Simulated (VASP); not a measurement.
# P (Pm-3m) in VASP: further runs

Runs on P. Level: BLYP. Tasks: single point.

Program: VASP 6.6.1. These are calculated values, not measurements. Logs are shortened: lines on timing, memory, paths and dates and some standing lists are left out, and cuts for length are marked.

**1. The cell of the first run**

The structure is cubic, space group Pm-3m (No. 221). Conventional cell: a = 2.424 Å, b = 2.424 Å, c = 2.424 Å, α = 90.00°, β = 90.00°, γ = 90.00°. P (site symmetry m-3m) has 6 P at 2.42 Å within 3.2 Å.

**2. Single point, BLYP (volume scaled by 0.88)**

INCAR

```
SYSTEM = P
  PREC = Accurate
  ENCUT = 520
  EDIFF = 1E-6
  ISMEAR = -1
  SIGMA = 0.1
  LREAL = .False.
  LASPH = .True.
  NELM = 100
  ALGO = Normal
  ISIF = 2
  LWAVE = .False.
  LCHARG = .True.
  GGA = B5
  ALDAX = 1.0
  AGGAX = 1.0
  AGGAC = 1.0
  ALDAC = 0.0
  LELF = .True.
  LVHAR = .True.
  NBANDS = 8
```

KPOINTS

```
Automatic mesh
0
Gamma
  14 14 14
  0 0 0
```

POSCAR

```
P
1.0
    2.4239927648      0.0000000000      0.0000000000
    0.0000000000      2.4239927648      0.0000000000
    0.0000000000      0.0000000000      2.4239927648
P
1
Direct
    0.0000000000      0.0000000000      0.0000000000
```

Potentials or basis: VASP PAW PBE potentials, release 64 (P).

On the command line:

```console
cat potpaw_PBE.64/P/POTCAR > POTCAR
mpirun -np 1 vasp_std > vasp.out
```

OUTCAR:

```text
SYSTEM = P
   PREC = Accurate
   ENCUT = 520
   EDIFF = 1E-6
   ISMEAR = -1
   LREAL = .False.
   LASPH = .True.
   NELM = 100
   ISIF = 2
   GGA = B5

 ion  position               nearest neighbor table
   1  0.000  0.000  0.000-

  LATTYP: Found a simple cubic cell.
 ALAT       =     2.4239927648

  Lattice vectors:

 A1 = (   2.4239927648,   0.0000000000,   0.0000000000)
 A2 = (   0.0000000000,   2.4239927648,   0.0000000000)
 A3 = (   0.0000000000,   0.0000000000,   2.4239927648)

Analysis of symmetry for initial positions (statically):
=====================================================================
 Subroutine PRICEL returns:
 Original cell was already a primitive cell.

 Routine SETGRP: Setting up the symmetry group for a
 simple cubic supercell.

 Subroutine GETGRP returns: Found 48 space group operations
[... 9 lines left out ...]

 Routine SETGRP: Setting up the symmetry group for a
 simple cubic supercell.

 Subroutine GETGRP returns: Found 48 space group operations
[... 11 lines left out ...]
                                     Primitive cell

  volume of cell :      14.2428

  direct lattice vectors                    reciprocal lattice vectors
     2.423992765  0.000000000  0.000000000     0.412542485  0.000000000  0.000000000
     0.000000000  2.423992765  0.000000000     0.000000000  0.412542485  0.000000000
     0.000000000  0.000000000  2.423992765     0.000000000  0.000000000  0.412542485

  length of vectors
     2.423992765  2.423992765  2.423992765     0.412542485  0.412542485  0.412542485

  position of ions in fractional coordinates (direct lattice)
     0.000000000  0.000000000  0.000000000

  ion indices of the primitive-cell ions
   primitive index   ion index
                 1           1

----------------------------------------------------------------------------------------

 KPOINTS: Automatic mesh

Automatic generation of k-mesh.
 Grid dimensions read from file:
 generate k-points for:   14   14   14

 Generating k-lattice:

  Cartesian coordinates                     Fractional coordinates (reciprocal lattice)
     0.029467320  0.000000000  0.000000000     0.071428571  0.000000000  0.000000000
     0.000000000  0.029467320  0.000000000     0.000000000  0.071428571  0.000000000
     0.000000000  0.000000000  0.029467320     0.000000000  0.000000000  0.071428571

  Length of vectors
[... 44 lines left out ...]
   NGXF,Y,Z  is equivalent  to a cutoff of  24.69, 24.69, 24.69 a.u.
 SYSTEM =  P
   PREC   = accura    normal or accurate (medium, high low for compatibility)
   ISTART =      0    job   : 0-new  1-cont  2-samecut
   ICHARG =      2    charge: 1-file 2-atom 10-const
   ISPIN  =      1    spin polarized calculation?
   LNONCOLLINEAR =      F non collinear calculations
   LSORBIT =      F    spin-orbit coupling
   LASPH  =      T    aspherical Exc in radial PAW
   ENCUT  =  520.0 eV  38.22 Ry    6.18 a.u.   4.51  4.51  4.51*2*pi/ulx,y,z
   NELM   =    100;   NELMIN=  2; NELMDL= -5     # of ELM steps
   EDIFF  = 0.1E-05   stopping-criterion for ELM
   LREAL  =      F    real-space projection
[... 7 lines left out ...]
   TEBEG  =    0.0;   TEEND  =   0.0 temperature during run
   PSTRESS=    0.0 pullay stress
   NELECT =       5.0000    total number of electrons
   NUPDOWN=      -1.0000    fix difference up-down
   EMIN   =  10.00;   EMAX   =-10.00  energy-range for DOS
   EFERMI =   0.00;   METHOD = LEGACY
   ISMEAR =    -1;   SIGMA  =   0.10  broadening in eV -4-tet -1-fermi 0-gaus
   EFERMI_NEDOS =   21; number of points for ismear=-14 and -15
   IALGO  =     38    algorithm
   IMIX   =      4    mixing-type and parameters
     AMIX     =   0.40;   BMIX     =  1.00
     AMIX_MAG =   1.60;   BMIX_MAG =  1.00
  volume/ion in A,a.u.               =      14.24        96.11
  Fermi-wavevector in a.u.,A,eV,Ry     =   1.154871  2.182390 18.146461  1.333727
  Thomas-Fermi vector in A             =   2.291504
   LORBIT       =      0    0 simple, 1 ext, 2 COOP (PROOUT), +10 PAW based schemes
   GGA     = B5    functional components
   LHFCALC =     F    Hartree Fock is set to
   AEXX    =    0.0000 exact exchange contribution
   IVDW    =     0    specifies the selected vdW correction
   LEPSILON=     F    determine dielectric tensor
   LRPA    =     F    only Hartree local field effects (RPA)
 non-spin polarized calculation
  energy-cutoff  :      520.00
  volume of cell :       14.24
 maximum number of plane-waves:       402
   NGX =  9   NGY =  9   NGZ =  9

 number of electron       4.9999997 magnetization

 Free energy of the ion-electron system (eV)
  ---------------------------------------------------
  ext. energy  EPLUGINS =         0.00000000
  ---------------------------------------------------
  free energy    TOTEN  =        -4.27554315 eV

  energy without entropy =       -4.26361213  energy(sigma->0) =       -4.26957764

 E-fermi :  10.4099     XC(G=0): -10.6539

 val. band max:       10.3451748611   @ k =   0.2857   0.2143   0.0000
 cond. band min:      10.4119976431   @ k =   0.2857   0.2143   0.0714
 fundamental gap:      0.0668227820
 Fermi energy:        10.4098809182

 k-point     1 :       0.0000    0.0000    0.0000
  band No.  band energies     occupation
      1      -6.2358      2.00000
      2      15.5085      0.00000
      3      15.5085      0.00000
      4      15.5085      0.00000
      5      17.2911      0.00000
      6      17.2911      0.00000
      7      25.3848      0.00000
      8      35.1817      0.00000
[... 243 lines left out ...]
 k-point    24 :       0.3571    0.2143    0.0000
  band No.  band energies     occupation
      1      -2.3950      2.00000
      2       5.0629      2.00000
      3      11.0218      0.00439
      4      18.3053      0.00000
      5      19.6608      0.00000
      6      23.4187      0.00000
      7      27.4488      0.00000
      8      30.2650      0.00000

 [... further k-points ...]

------------------------ aborting loop because EDIFF is reached ----------------------------------------

  FORCE on cell =-STRESS in cart. coord.  units (eV):
  Direction    XX          YY          ZZ          XY          YZ          ZX
  --------------------------------------------------------------------------------------
  -------------------------------------------------------------------------------------
  Total        1.2012608      1.2012608      1.2012608     -0.0000000     -0.0000000      0.0000000
  in kB      135.1306703    135.1306703    135.1306703     -0.0000000     -0.0000000      0.0000000
  external PRESSURE =     135.1306703 kB  Pullay stress =       0.0000000 kB

 VOLUME and BASIS-vectors are now :
 -----------------------------------------------------------------------------
  energy-cutoff  :      520.00
  volume of cell :       14.24
      direct lattice vectors                 reciprocal lattice vectors
     2.423992765  0.000000000  0.000000000     0.412542485  0.000000000  0.000000000
     0.000000000  2.423992765  0.000000000     0.000000000  0.412542485  0.000000000
     0.000000000  0.000000000  2.423992765     0.000000000  0.000000000  0.412542485

 POSITION                                       TOTAL-FORCE (eV/Angst)
 -----------------------------------------------------------------------------------
      0.00000      0.00000      0.00000         0.000000      0.000000      0.000000
 -----------------------------------------------------------------------------------
    total drift:                                0.000000     -0.000000      0.000000

  FREE ENERGIE OF THE ION-ELECTRON SYSTEM (eV)
  ---------------------------------------------------
  free  energy   TOTEN  =        -4.2755431464 eV

  energy  without entropy=       -4.2636121331  energy(sigma->0) =       -4.26957764
```

OSZICAR:

```text
N       E                     dE             d eps       ncg     rms          rms(c)
DAV:   1     0.267483199636E+01    0.26748E+01   -0.21805E+03  2008   0.456E+02
DAV:   2    -0.419424340428E+01   -0.68691E+01   -0.64894E+01  2784   0.530E+01
DAV:   3    -0.426024362706E+01   -0.66000E-01   -0.65952E-01  2120   0.587E+00
DAV:   4    -0.426035369174E+01   -0.11006E-03   -0.11006E-03  3192   0.265E-01
DAV:   5    -0.426035373806E+01   -0.46324E-07   -0.46252E-07  2056   0.298E-03    0.401E+00
DAV:   6    -0.426797264988E+01   -0.76189E-02   -0.85477E-03  2296   0.572E-01    0.247E+00
DAV:   7    -0.427551771757E+01   -0.75451E-02   -0.17799E-02  2080   0.858E-01    0.124E-01
DAV:   8    -0.427553079431E+01   -0.13077E-04   -0.37063E-04  2336   0.134E-01    0.347E-02
DAV:   9    -0.427554300986E+01   -0.12216E-04   -0.14402E-05  2632   0.321E-02    0.209E-02
DAV:  10    -0.427554314641E+01   -0.13655E-06   -0.20744E-06  2320   0.864E-03
   1 F= -.42755431E+01 E0= -.42695776E+01  d E =-.119310E-01
```

Run time: 6.3 s. Hardware: 1 thread of Intel Xeon Platinum 8375C at 2.90GHz (Ice Lake), shared host; peak memory 0.12 GiB.

Results:

- Free energy: -4.2755 eV
- Pressure: 13.5 GPa

Levels at points of the mesh, in eV from the Fermi level:
```tsv
k point	band 1	band 2	band 3	band 4	band 5	band 6	band 7	band 8
(0.00, 0.00, 0.00)	-16.65	5.10	5.10	5.10	6.88	6.88	14.97	24.77
(0.50, 0.00, 0.00)	-12.30	-8.69	7.93	7.93	9.40	14.64	14.64	17.31
(0.50, 0.50, 0.00)	-7.56	-5.32	-5.32	1.27	10.55	17.15	17.15	17.31
(0.50, 0.50, 0.50)	-2.26	-2.26	-2.26	-1.60	4.91	4.91	4.91	11.63
```

Caveat: the PAW data sets were made with another functional, which shifts forces and pressure a little.

**3. Single point, BLYP (volume scaled by 0.92)**

INCAR

```
SYSTEM = P
PREC = Accurate
ENCUT = 520
EDIFF = 1E-6
ISMEAR = -1
SIGMA = 0.1
LREAL = .FALSE.
LASPH = .TRUE.
NELM = 80
ALGO = Normal
ISIF = 2
LWAVE = .FALSE.
LCHARG = .FALSE.
GGA = B5
ALDAX = 1.0
AGGAX = 1.0
AGGAC = 1.0
ALDAC = 0.0
NBANDS = 8
```

KPOINTS

```
regular mesh
0
G
  14 14 14
  0 0 0
```

POSCAR

```
P
1.0
    2.4601770959      0.0000000000      0.0000000000
    0.0000000000      2.4601770959      0.0000000000
    0.0000000000      0.0000000000      2.4601770959
P
1
Direct
    0.0000000000      0.0000000000      0.0000000000
```

Potentials or basis: VASP PAW PBE potentials, release 64 (P).

On the command line:

```console
cat potpaw_PBE.64/P/POTCAR > POTCAR
mpirun -np 1 vasp_std > vasp.out
```

OUTCAR:

```text
SYSTEM = P
   PREC = Accurate
   ENCUT = 520
   EDIFF = 1E-6
   ISMEAR = -1
   LREAL = .FALSE.
   LASPH = .TRUE.
   NELM = 80
   ISIF = 2
   GGA = B5

 ion  position               nearest neighbor table
   1  0.000  0.000  0.000-

  LATTYP: Found a simple cubic cell.
 ALAT       =     2.4601770959

  Lattice vectors:

 A1 = (   2.4601770959,   0.0000000000,   0.0000000000)
 A2 = (   0.0000000000,   2.4601770959,   0.0000000000)
 A3 = (   0.0000000000,   0.0000000000,   2.4601770959)

Analysis of symmetry for initial positions (statically):
=====================================================================
 Subroutine PRICEL returns:
 Original cell was already a primitive cell.

 Routine SETGRP: Setting up the symmetry group for a
 simple cubic supercell.

 Subroutine GETGRP returns: Found 48 space group operations
[... 9 lines left out ...]

 Routine SETGRP: Setting up the symmetry group for a
 simple cubic supercell.

 Subroutine GETGRP returns: Found 48 space group operations
[... 11 lines left out ...]
                                     Primitive cell
[... 135 lines left out ...]

 E-fermi :   9.7503     XC(G=0): -10.4600

 val. band max:        9.7057177692   @ k =   0.2857   0.2143   0.0000
 cond. band min:       9.7736756696   @ k =   0.2857   0.2143   0.0714
 fundamental gap:      0.0679579005
 Fermi energy:         9.7503339076

 k-point     1 :       0.0000    0.0000    0.0000
  band No.  band energies     occupation
      1      -6.4225      2.00000
      2      14.6262      0.00000
      3      14.6262      0.00000
      4      14.6262      0.00000
      5      16.7258      0.00000
      6      16.7258      0.00000
      7      24.2071      0.00000
      8      33.9558      0.00000
[... 243 lines left out ...]
 k-point    24 :       0.3571    0.2143    0.0000
  band No.  band energies     occupation
      1      -2.7354      2.00000
      2       4.6409      2.00000
      3      10.3517      0.00488
      4      17.2700      0.00000
      5      18.9679      0.00000
      6      22.4884      0.00000
      7      26.5038      0.00000
      8      29.1507      0.00000

 [... further k-points ...]

------------------------ aborting loop because EDIFF is reached ----------------------------------------

  FORCE on cell =-STRESS in cart. coord.  units (eV):
  Direction    XX          YY          ZZ          XY          YZ          ZX
  --------------------------------------------------------------------------------------
  -------------------------------------------------------------------------------------
  Total        0.7700939      0.7700939      0.7700939      0.0000000      0.0000000     -0.0000000
  in kB       82.8619540     82.8619540     82.8619540      0.0000000      0.0000000     -0.0000000
  external PRESSURE =      82.8619540 kB  Pullay stress =       0.0000000 kB

 VOLUME and BASIS-vectors are now :
 -----------------------------------------------------------------------------
  energy-cutoff  :      520.00
  volume of cell :       14.89
      direct lattice vectors                 reciprocal lattice vectors
     2.460177096  0.000000000  0.000000000     0.406474803  0.000000000  0.000000000
     0.000000000  2.460177096  0.000000000     0.000000000  0.406474803  0.000000000
     0.000000000  0.000000000  2.460177096     0.000000000  0.000000000  0.406474803

 POSITION                                       TOTAL-FORCE (eV/Angst)
 -----------------------------------------------------------------------------------
      0.00000      0.00000      0.00000         0.000000      0.000000      0.000000
 -----------------------------------------------------------------------------------
    total drift:                                0.000000      0.000000      0.000000

  FREE ENERGIE OF THE ION-ELECTRON SYSTEM (eV)
  ---------------------------------------------------
  free  energy   TOTEN  =        -4.3194943248 eV

  energy  without entropy=       -4.3075453055  energy(sigma->0) =       -4.31351982
```

OSZICAR:

```text
N       E                     dE             d eps       ncg     rms          rms(c)
DAV:   1     0.189934343679E+01    0.18993E+01   -0.20869E+03  1960   0.446E+02
DAV:   2    -0.424043129155E+01   -0.61398E+01   -0.59916E+01  2728   0.510E+01
DAV:   3    -0.430336049841E+01   -0.62929E-01   -0.62852E-01  2224   0.568E+00
DAV:   4    -0.430346696205E+01   -0.10646E-03   -0.10646E-03  3016   0.261E-01
DAV:   5    -0.430346704791E+01   -0.85857E-07   -0.85915E-07  2256   0.412E-03    0.370E+00
DAV:   6    -0.431181676043E+01   -0.83497E-02   -0.74284E-03  2352   0.537E-01    0.228E+00
DAV:   7    -0.431945557358E+01   -0.76388E-02   -0.15867E-02  2072   0.815E-01    0.117E-01
DAV:   8    -0.431948272477E+01   -0.27151E-04   -0.33693E-04  2304   0.127E-01    0.308E-02
DAV:   9    -0.431949426954E+01   -0.11545E-04   -0.12838E-05  2552   0.309E-02    0.188E-02
DAV:  10    -0.431949432482E+01   -0.55281E-07   -0.17928E-06  2224   0.763E-03
   1 F= -.43194943E+01 E0= -.43135198E+01  d E =-.119490E-01
```

Wall time 6.2 s (1 thread of Intel Xeon Platinum 8375C at 2.90GHz (Ice Lake), shared host); peak memory 0.12 GiB.

Results:

```
Free energy : -4.3195 eV
Pressure    : 8.3 GPa
```

Caveat: the PAW data sets were made with another functional, which shifts forces and pressure a little.

**4. Single point, BLYP (volume scaled by 0.96)**

INCAR

```
SYSTEM = P
PREC     = Accurate       ! precision mode
ENCUT    = 520            ! plane-wave cutoff, eV
EDIFF    = 1E-7           ! SCF threshold, eV
ISMEAR   = -1             ! smearing method
SIGMA    = 0.1            ! smearing width, eV
LREAL    = .False.        ! projectors in reciprocal space
LASPH    = .True.         ! aspherical terms in the spheres
NELM     = 60             ! most SCF steps
ALGO     = Normal         ! electronic algorithm
ISIF     = 2              ! what is computed and relaxed
LWAVE    = .False.        ! write WAVECAR
LCHARG   = .True.         ! write CHGCAR
GGA      = B5             ! functional
ALDAX    = 1.0          
AGGAX    = 1.0          
AGGAC    = 1.0          
ALDAC    = 0.0          
LELF     = .True.         ! ELF
LVHAR    = .True.       
NBANDS   = 8              ! bands
```

KPOINTS

```
regular mesh
0
Gamma
  14 14 14
  0 0 0
```

POSCAR

```
P
1.0
    2.4953272320      0.0000000000      0.0000000000
    0.0000000000      2.4953272320      0.0000000000
    0.0000000000      0.0000000000      2.4953272320
P
1
Direct
    0.0000000000      0.0000000000      0.0000000000
```

On the command line:

```console
cat potpaw_PBE.64/P/POTCAR > POTCAR
mpirun -np 1 vasp_std > vasp.out
```

It took 8.4 s on 1 thread of Intel Xeon Platinum 8375C at 2.90GHz (Ice Lake), shared host; peak memory 0.12 GiB.

It converged, with:

```
Free energy : -4.3435 eV
Pressure    : 3.6 GPa
```

Levels at points of the mesh, in eV from the Fermi level:
| k point | band 1 | band 2 | band 3 | band 4 | band 5 | band 6 | band 7 |
| --- | --- | --- | --- | --- | --- | --- | --- |
| (0.00, 0.00, 0.00) | -15.75 | 4.65 | 4.65 | 4.65 | 7.05 | 7.05 | 13.96 |
| (0.50, 0.00, 0.00) | -11.84 | -7.92 | 7.13 | 7.13 | 9.38 | 14.30 | 14.30 |
| (0.50, 0.50, 0.00) | -7.63 | -4.87 | -4.87 | 1.81 | 9.41 | 16.33 | 16.63 |
| (0.50, 0.50, 0.50) | -2.52 | -2.11 | -2.11 | -2.11 | 5.22 | 5.22 | 5.22 |

Caveat: the PAW data sets were made with another functional, which shifts forces and pressure a little.

(Part 1 of 2 ends here.)
